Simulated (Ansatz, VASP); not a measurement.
AlN in VASP and in Ansatz

Contents of POSCAR:

```
AlN
1.0
    4.3698012523      0.0000000000      0.0000000000
    0.0000000000      2.1849006262     -2.1849006262
    0.0000000000      6.7314785738      6.7314785738
Al N
6 6
Direct
    0.0000000000      0.0000000000      0.2434184714
    0.5000000000      0.5000000000      0.4057082716
    0.0000000000      0.0000000000      0.5679980719
    0.5000000000      0.5000000000      0.7302878721
    0.0000000000      0.0000000000      0.8925776724
    0.5000000000      0.5000000000      0.0811286711
    0.7500000000      0.0000000000      0.4057082716
    0.2500000000      0.5000000000      0.5679980719
    0.7500000000      0.0000000000      0.7302878721
    0.2500000000      0.5000000000      0.8925776724
    0.7500000000      0.0000000000      0.0811286711
    0.2500000000      0.5000000000      0.2434184714
```

Contents of INCAR.step1:

```
PREC = Accurate ; ENCUT = 520
ISMEAR = 0 ; SIGMA = 0.05
LREAL = F ; LASPH = T
NELM = 60 ; NBANDS = 36
GGA = PE ; ALGO = Normal
EDIFF = 1E-4 ; LWAVE = T
LCHARG = F
```

The input INCAR.step2:

```
PREC = Accurate ; ENCUT = 520
EDIFF = 1E-6 ; ISMEAR = 0
SIGMA = 0.05 ; LREAL = F
LASPH = T ; NELM = 60
ALGO = Normal ; ISIF = 2
LWAVE = F ; LCHARG = F
METAGGA = R2SCAN ; LMIXTAU = T
NBANDS = 36 ; ISTART = 1
```

KPOINTS

```
regular mesh
0
Gamma
  5 7 3
```

Input for Ansatz:

```yaml
crystal:
  lattice:
    - [4.3698012523, 0.0, 0.0]
    - [0.0, 2.1849006262, -2.1849006262]
    - [0.0, 6.7314785738, 6.7314785738]
  atoms:
    - { symbol: Al, position: [0.0, 0.0, 0.2434184714] }
    - { symbol: Al, position: [0.5, 0.5, 0.4057082716] }
    - { symbol: Al, position: [0.0, 0.0, 0.5679980719] }
    - { symbol: Al, position: [0.5, 0.5, 0.7302878721] }
    - { symbol: Al, position: [0.0, 0.0, 0.8925776724] }
    - { symbol: Al, position: [0.5, 0.5, 0.0811286711] }
    - { symbol: "N", position: [0.75, 0.0, 0.4057082716] }
    - { symbol: "N", position: [0.25, 0.5, 0.5679980719] }
    - { symbol: "N", position: [0.75, 0.0, 0.7302878721] }
    - { symbol: "N", position: [0.25, 0.5, 0.8925776724] }
    - { symbol: "N", position: [0.75, 0.0, 0.0811286711] }
    - { symbol: "N", position: [0.25, 0.5, 0.2434184714] }
basis:
  ecutwfc: 500
kpoints:
  mp_grid: { grid: [5, 7, 3] }
hamiltonian:
  xc: r2scan
scf:
  occupations: { method: gaussian, width: 0.05 }
output:
  forces: true
  stress: true
  eigenvalues: true
  write_density: true
  write_potential: true
  elf: true
  volumetric_format: npy
```

Alike in both runs: task single point; functional r2SCAN; k mesh 5 × 7 × 3; occupations gaussian, width 0.05 eV; no spin polarisation.

```csv
,VASP,Ansatz
version,VASP 6.6.1,Ansatz 0.2.0
potentials or method,"VASP PAW PBE potentials, release 64 (Al, N), cutoff 520 eV","scalar-relativistic, plane waves, PAW"
valence electrons in the cell,48,48
```

Ansatz gave:

- gap on the k mesh at the Fermi level (eV): 3.75
- least direct gap on the mesh (eV): 3.77
- pressure (GPa): -4.0
- traceless stress, the component that is largest in VASP (GPa): -4.43
- rms of the force components (eV/Å): 0.435

Q: What did VASP give for the same quantities?

A: gap on the k mesh at the Fermi level (eV): 3.75; least direct gap on the mesh (eV): 3.76; pressure (GPa): -4.4; traceless stress, the component that is largest in VASP (GPa): -4.48; rms of the force components (eV/Å): 0.439.

VASP's potentials were made for PBE, not for r2SCAN. Atom by atom the forces differ by 0.004 eV/Å (rms over components). With one functional, cell and mesh, what is left measures potentials, basis and numerics.
